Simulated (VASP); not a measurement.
# Si13O24 (a cell with a defect) in VASP: notebook

Si13O24 (a cell with a defect) is run at these levels: PBE; tasks: single point.

Everything below comes from runs of VASP 6.6.1. Logs are shortened: lines on timing, memory, paths and dates and some standing lists are left out, and cuts for length are marked.

## 1. The cell of the first run

The cell holds a defect, 37 atoms: a = 7.299 Å, b = 7.298 Å, c = 9.820 Å, α = 70.34°, β = 70.34°, γ = 71.27°.

## 2. Single point, PBE

Contents of INCAR:

```
ALGO = Normal
EDIFF = 1E-6
ENCUT = 520
GGA = PE
ISIF = 2
ISMEAR = -1
LASPH = True
LCHARG = False
LREAL = Auto
LWAVE = False
NBANDS = 122
NELM = 60
PREC = Accurate
SIGMA = 0.05
```

Contents of KPOINTS:

```
k-points
0
Gamma
  2 2 1
```

Contents of POSCAR:

```
Si13O24
1.0
   -2.4550000000      4.2521850000      5.4000000000
    4.9100000000      0.0000000000      5.4000000000
    4.9100000000      8.5043690000      0.0000000000
Si O
13 24
Direct
    0.1398029049      0.5633890514      0.9622801345
    0.3266803596      1.0187682886      0.0106263728
   -0.0285307300     -0.0067287743      0.2600448037
    0.1045009498      0.5719738801      0.4552510788
    0.4001370455      0.9306221784      0.5207674478
   -0.0003820341     -0.0079855087      0.7627217409
    0.5992088600      0.0110325781      0.1843121462
    0.9146204633      0.4037420838      0.2960595367
    0.5082654322      0.4935483008      0.5166823994
    0.5904392725      0.0670875104      0.6957160129
    0.9419855738      0.4273780408      0.7927418257
    0.5664847406      0.4581614778      0.0442413392
    0.5877948244      0.6925056614      0.1466049336
    0.3537184156      0.4944330523      1.0005105067
    0.0932186528      0.0972393130      0.0904130454
    0.9664058369      0.5095431710      0.1182114333
    0.6486115582      0.2377090686      0.1428722110
    0.9077928322      0.1715756608      0.3450129838
    0.4815523547      1.1052158724      0.0420735119
    0.3309695965      0.4591918731      0.4713196919
    0.1692039787      0.0138333563      0.6048421866
    0.9553367413      0.5566160361      0.6204424720
    0.5991689007      0.3026457169      0.6355779934
    0.9523051068      0.1943410940      0.8143586685
    0.5635954996      0.9954596895      0.5649980111
    0.8086221758      0.8967288187      0.2473933665
    0.6786821852      0.5250956443      0.3538235295
    0.4166930422      0.0036591984      0.3432509132
    0.0970035235      0.8038672410      0.3662774988
    0.4460929661      0.6863168218      0.5804696843
    0.0576785985      0.4409476960      0.3721297074
    0.7992572552      0.9539313517      0.7453078448
    0.7199170607      0.5244021367      0.8801395697
    0.3879350020      0.0414060716      0.8313474374
    0.0788369906      0.8040676943      0.8925591455
    0.3662466816      0.7832572744      0.1009700120
    0.1207946822      0.4522240785      0.8483196029
```

Potentials or basis: VASP PAW PBE potentials, release 64 (Si, O).

Command:

```bash
$ cat potpaw_PBE.64/Si/POTCAR potpaw_PBE.64/O/POTCAR > POTCAR
$ mpirun -np 1 vasp_std > vasp.out
```

OUTCAR:

```text
EDIFF = 1E-6
   ENCUT = 520
   GGA = PE
   ISIF = 2
   ISMEAR = -1
   LASPH = True
   LREAL = Auto
   NELM = 60
   PREC = Accurate

 ion  position               nearest neighbor table
   1  0.140  0.563  0.962-  14 1.61  35 1.63  16 1.65  37 1.65  11 3.08   8 3.14   6 3.14
   2  0.327  0.019  0.011-  19 1.61  15 1.62  34 1.63  36 1.63  13 2.78   3 2.91   7 3.00  10 3.02

   3  0.971  0.993  0.260-  26 1.62  18 1.64  29 1.64  15 1.65   2 2.91   7 3.00   8 3.01   4 3.07

   4  0.105  0.572  0.455-  22 1.61  29 1.62  31 1.62  20 1.63   9 3.04  11 3.05   3 3.07   8 3.12
[... 10 lines left out ...]
  10  0.590  0.067  0.696-  25 1.63  32 1.63  23 1.63  34 1.64   9 2.99   2 3.02   5 3.09   6 3.11

  11  0.942  0.427  0.793-  33 1.61  24 1.62  22 1.62  37 1.65  12 3.01   4 3.05   1 3.08
  12  0.566  0.458  0.044-  17 1.62  33 1.64  14 1.67  13 2.32  36 2.49  11 3.01   7 3.05
  13  0.588  0.693  0.147-  36 1.69  27 2.19  12 2.32   7 2.50   2 2.78   8 3.05
  14  0.354  0.494  0.001-   1 1.61  12 1.67
  15  0.093  0.097  0.090-   2 1.62   3 1.65
  16  0.966  0.510  0.118-   8 1.62   1 1.65
  17  0.649  0.238  0.143-  12 1.62   7 1.69
  18  0.908  0.172  0.345-   8 1.61   3 1.64
  19  0.482  0.105  0.042-   2 1.61   7 1.72
  20  0.331  0.459  0.471-   9 1.61   4 1.63
  21  0.169  0.014  0.605-   6 1.62   5 1.62
  22  0.955  0.557  0.620-   4 1.61  11 1.62
  23  0.599  0.303  0.636-   9 1.61  10 1.63
  24  0.952  0.194  0.814-   6 1.62  11 1.62
  25  0.564  0.995  0.565-  10 1.63   5 1.64
  26  0.809  0.897  0.247-   3 1.62   7 1.70
  27  0.679  0.525  0.354-   9 1.66   8 1.67  13 2.19
  28  0.417  0.004  0.343-   5 1.62   7 1.67
  29  0.097  0.804  0.366-   4 1.62   3 1.64
  30  0.446  0.686  0.580-   9 1.60   5 1.64
  31  0.058  0.441  0.372-   8 1.60   4 1.62
  32  0.799  0.954  0.745-  10 1.63   6 1.65
  33  0.720  0.524  0.880-  11 1.61  12 1.64
  34  0.388  0.041  0.831-   2 1.63  10 1.64
  35  0.079  0.804  0.893-   1 1.63   6 1.63
  36  0.366  0.783  0.101-   2 1.63  13 1.69  12 2.49
  37  0.121  0.452  0.848-   1 1.65  11 1.65

  LATTYP: Found a base centered monoclinic cell.
 ALAT       =    11.8637305378
 B/A-ratio  =     0.7168377242
 C/A-ratio  =     0.8277328591
 COS(beta)  =    -0.4138664660

  Lattice vectors:

 A1 = (   2.4550000000,  -4.2521850000,  -5.4000000000)
 A2 = (  -4.9100000000,   0.0000000000,  -5.4000000000)
 A3 = (   4.9100000000,   8.5043690000,   0.0000000000)

Analysis of symmetry for initial positions (statically):
=====================================================================
 Subroutine PRICEL returns:
 Original cell was already a primitive cell.

 Routine SETGRP: Setting up the symmetry group for a
 base centered monoclinic supercell.

 Subroutine GETGRP returns: Found  1 space group operations
 (whereof  1 operations were pure point group operations)
 out of a pool of  4 trial point group operations.

The static configuration has the point symmetry C_1 .

Analysis of symmetry for dynamics (positions and initial velocities):
=====================================================================
 Subroutine PRICEL returns:
 Original cell was already a primitive cell.

 Routine SETGRP: Setting up the symmetry group for a
 base centered monoclinic supercell.

 Subroutine GETGRP returns: Found  1 space group operations
 (whereof  1 operations were pure point group operations)
 out of a pool of  4 trial point group operations.

The dynamic configuration has the point symmetry C_1 .

 Subroutine INISYM returns: Found  1 space group operations
 (whereof  1 operations are pure point group operations),
 and found     1 'primitive' translations

----------------------------------------------------------------------------------------

                                     Primitive cell
[... 109 lines left out ...]
     0.000000000  0.000000000  0.000000000

 -----------------------------------------------------------------------------
|                                                                             |
|           W    W    AA    RRRRR   N    N  II  N    N   GGGG   !!!           |
|           W    W   A  A   R    R  NN   N  II  NN   N  G    G  !!!           |
|           W    W  A    A  R    R  N N  N  II  N N  N  G       !!!           |
|           W WW W  AAAAAA  RRRRR   N  N N  II  N  N N  G  GGG   !            |
|           WW  WW  A    A  R   R   N   NN  II  N   NN  G    G                |
|           W    W  A    A  R    R  N    N  II  N    N   GGGG   !!!           |
|                                                                             |
|     Your reciprocal lattice and k-lattice belong to different lattice       |
|     classes:                                                                |
|                                                                             |
|        The reciprocal lattice is base-centered monoclinic,                  |
|        whereas your k-lattice is face-centered orthorhombic.                |
|                                                                             |
|     Results are often still useful ...                                      |
|                                                                             |
 -----------------------------------------------------------------------------

 Subroutine IBZKPT returns following result:
 ===========================================

 Found      4 irreducible k-points:

 Following reciprocal coordinates:
            Coordinates               Weight
  0.000000  0.000000  0.000000      1.000000
  0.500000  0.000000  0.000000      1.000000
 -0.000000  0.500000 -0.000000      1.000000
  0.500000  0.500000  0.000000      1.000000
   k-points           NKPTS =      4   k-points in BZ     NKDIM =      4   number of bands    NBANDS=    122
   number of dos      NEDOS =    301   number of ions     NIONS =     37
   total plane-waves  NPLWV = 233280
   dimension x,y,z NGX =    54 NGY =   54 NGZ =   80
   dimension x,y,z NGXF=   108 NGYF=  108 NGZF=  160
   ions per type =              13  24
   NGX,Y,Z   is equivalent  to a cutoff of  12.30, 12.30, 13.54 a.u.
   NGXF,Y,Z  is equivalent  to a cutoff of  24.60, 24.60, 27.09 a.u.
 SYSTEM =  unknown system
   PREC   = accura    normal or accurate (medium, high low for compatibility)
   ISTART =      0    job   : 0-new  1-cont  2-samecut
   ICHARG =      2    charge: 1-file 2-atom 10-const
   ISPIN  =      1    spin polarized calculation?
   LNONCOLLINEAR =      F non collinear calculations
   LSORBIT =      F    spin-orbit coupling
   LASPH  =      T    aspherical Exc in radial PAW
   ENCUT  =  520.0 eV  38.22 Ry    6.18 a.u.  13.57 13.57 18.26*2*pi/ulx,y,z
   NELM   =     60;   NELMIN=  2; NELMDL= -5     # of ELM steps
   EDIFF  = 0.1E-05   stopping-criterion for ELM
   LREAL  =      T    real-space projection
   EDIFFG = 0.1E-04   stopping-criterion for IOM
   NSW    =      0    number of steps for IOM
   IBRION =     -1    ionic relax: 0-MD 1-quasi-New 2-CG
   NFREE  =      0    steps in history (QN), initial steepest desc. (CG)
   ISIF   =      2    stress and relaxation
   ISYM   =      2    0-nonsym 1-usesym 2-fastsym
   POTIM  = 0.5000    time-step for ionic-motion
   TEBEG  =    0.0;   TEEND  =   0.0 temperature during run
   PSTRESS=    0.0 pullay stress
   NELECT =     196.0000    total number of electrons
   NUPDOWN=      -1.0000    fix difference up-down
   EMIN   =  10.00;   EMAX   =-10.00  energy-range for DOS
   EFERMI =   0.00;   METHOD = LEGACY
   ISMEAR =    -1;   SIGMA  =   0.05  broadening in eV -4-tet -1-fermi 0-gaus
   EFERMI_NEDOS =   21; number of points for ismear=-14 and -15
   IALGO  =     38    algorithm
   IMIX   =      4    mixing-type and parameters
     AMIX     =   0.40;   BMIX     =  1.00
     AMIX_MAG =   1.60;   BMIX_MAG =  1.00
  volume/ion in A,a.u.               =      12.19        82.25
  Fermi-wavevector in a.u.,A,eV,Ry     =   1.240065  2.343383 20.922507  1.537761
  Thomas-Fermi vector in A             =   2.374521
   LORBIT       =      0    0 simple, 1 ext, 2 COOP (PROOUT), +10 PAW based schemes
   GGA     = PE    functional components
   LHFCALC =     F    Hartree Fock is set to
   AEXX    =    0.0000 exact exchange contribution
   IVDW    =     0    specifies the selected vdW correction
   LEPSILON=     F    determine dielectric tensor
   LRPA    =     F    only Hartree local field effects (RPA)
 non-spin polarized calculation
  energy-cutoff  :      520.00
  volume of cell :      450.97
 maximum number of plane-waves:     12166
   NGX = 27   NGY = 27   NGZ = 37

 number of electron     196.0000003 magnetization

 Free energy of the ion-electron system (eV)
  ---------------------------------------------------
  ext. energy  EPLUGINS =         0.00000000
  ---------------------------------------------------
  free energy    TOTEN  =      -283.59757611 eV

  energy without entropy =     -283.59757611  energy(sigma->0) =     -283.59757611

 E-fermi :   5.0883     XC(G=0):  -9.5278

 val. band max:        3.8157662613   @ k =  -0.0000   0.5000  -0.0000
 cond. band min:       6.5838993969   @ k =   0.0000   0.0000   0.0000
 fundamental gap:      2.7681331355
 Fermi energy:         5.0882835346

 k-point     1 :       0.0000    0.0000    0.0000
  band No.  band energies     occupation
      1     -17.8847      2.00000
      2     -17.2810      2.00000
      3     -17.1935      2.00000
      4     -17.0072      2.00000
      5     -16.9173      2.00000
      6     -16.6204      2.00000
[... 441 lines left out ...]
    109      10.4970      0.00000
    110      10.5774      0.00000
 [bands above 110 left out]

------------------------ aborting loop because EDIFF is reached ----------------------------------------

  FORCE on cell =-STRESS in cart. coord.  units (eV):
  Direction    XX          YY          ZZ          XY          YZ          ZX
  --------------------------------------------------------------------------------------
  -------------------------------------------------------------------------------------
  Total       21.1075474      6.4573831      9.8243507     -3.5175000     -4.6678203      1.2213875
  in kB       74.9895935     22.9413929     34.9033478    -12.4967574    -16.5835444      4.3392703
  external PRESSURE =      44.2781114 kB  Pullay stress =       0.0000000 kB

 VOLUME and BASIS-vectors are now :
 -----------------------------------------------------------------------------
  energy-cutoff  :      520.00
  volume of cell :      450.97
      direct lattice vectors                 reciprocal lattice vectors
    -2.455000000  4.252185000  5.400000000    -0.101832991  0.058793308  0.092592590
     4.910000000  0.000000000  5.400000000     0.101832991 -0.058793308  0.092592595
     4.910000000  8.504369000  0.000000000     0.050916501  0.088189962 -0.046296300

 POSITION                                       TOTAL-FORCE (eV/Angst)
 -----------------------------------------------------------------------------------
      7.14782      8.77805      3.79724         0.001074      0.010433      0.019614
     -0.65767      1.47948      1.86542         0.002105     -0.076255     -0.018897
      3.76882      6.34238     10.60960         0.012488      0.037200     -0.010092
      4.78712      4.31598      3.65296        -0.023466     -0.015580     -0.003747
      6.14399      6.13026      7.18610         0.002077     -0.001376      0.000424
      6.16169     10.73703     10.75482         0.023320      0.016694     -0.019414
[... 29 lines left out ...]
      3.44242      2.41603      6.20732         0.007454     -0.020848     -0.038540
      6.08912      7.72806      3.09430         0.000529     -0.003929     -0.001595
 -----------------------------------------------------------------------------------
    total drift:                               -0.002488      0.008942      0.009944

  FREE ENERGIE OF THE ION-ELECTRON SYSTEM (eV)
  ---------------------------------------------------
  free  energy   TOTEN  =      -283.5975761134 eV

  energy  without entropy=     -283.5975761134  energy(sigma->0) =     -283.59757611
```

Wall time 5.5 min (1 thread of AMD EPYC 7R43 (Zen 3), shared host); peak memory 0.5 GiB.

What came out:

| Property | Result |
| --- | --- |
| Free energy | -283.5976 eV |
| Pressure | 4.4 GPa |
| Largest force | 0.088 eV/Å |
| Band gap on the k mesh | 2.77 eV |

Forces in eV/Å, atoms in the order of the input:
```
Si   0.001  0.010  0.020
Si   0.002 -0.076 -0.019
Si   0.012  0.037 -0.010
Si  -0.023 -0.016 -0.004
Si   0.002 -0.001  0.000
Si   0.023  0.017 -0.019
Si  -0.002  0.007 -0.008
Si   0.020  0.011  0.016
Si   0.013  0.014  0.018
Si  -0.036  0.009  0.002
Si  -0.004 -0.016 -0.014
Si   0.079 -0.027  0.028
Si  -0.041  0.062  0.008
O   -0.013  0.018  0.006
O    0.010 -0.011  0.007
O   -0.004 -0.001  0.000
O   -0.030  0.030 -0.020
O   -0.005 -0.006 -0.009
O   -0.004  0.020  0.024
O   -0.001 -0.004  0.003
O   -0.010  0.009 -0.001
O   -0.006  0.012  0.003
O   -0.009  0.005 -0.009
O   -0.010  0.002  0.020
O    0.009  0.000 -0.005
O   -0.014 -0.007 -0.021
O    0.002 -0.023 -0.005
O   -0.020 -0.015  0.011
O    0.005 -0.019 -0.001
O   -0.001 -0.008  0.015
O    0.012 -0.007 -0.003
O    0.008  0.003  0.010
O    0.013  0.005  0.001
O    0.013  0.006  0.002
O   -0.001 -0.013 -0.008
O    0.007 -0.021 -0.039
O    0.001 -0.004 -0.002
```

Stress tensor (GPa, compression positive):
```
 7.50 -1.25  0.43
-1.25  2.29 -1.66
 0.43 -1.66  3.49
```

Levels at points of the mesh, in eV from the valence-band top:
```
           k point  band 96  band 97  band 98  band 99  band 100  band 101
(0.00, 0.00, 0.00)    -1.85    -1.45     0.00     2.77      3.72      4.23
(0.50, 0.00, 0.00)    -1.85    -1.31     0.00     2.77      3.87      4.77
(0.00, 0.50, 0.00)    -2.05    -1.33     0.00     2.81      4.17      5.03
(0.50, 0.50, 0.00)    -2.01    -1.32     0.00     2.77      4.14      5.40
```

Caveat: the k points lie up to 0.70 Å⁻¹ apart.

(Part 1 of 2 ends here.)
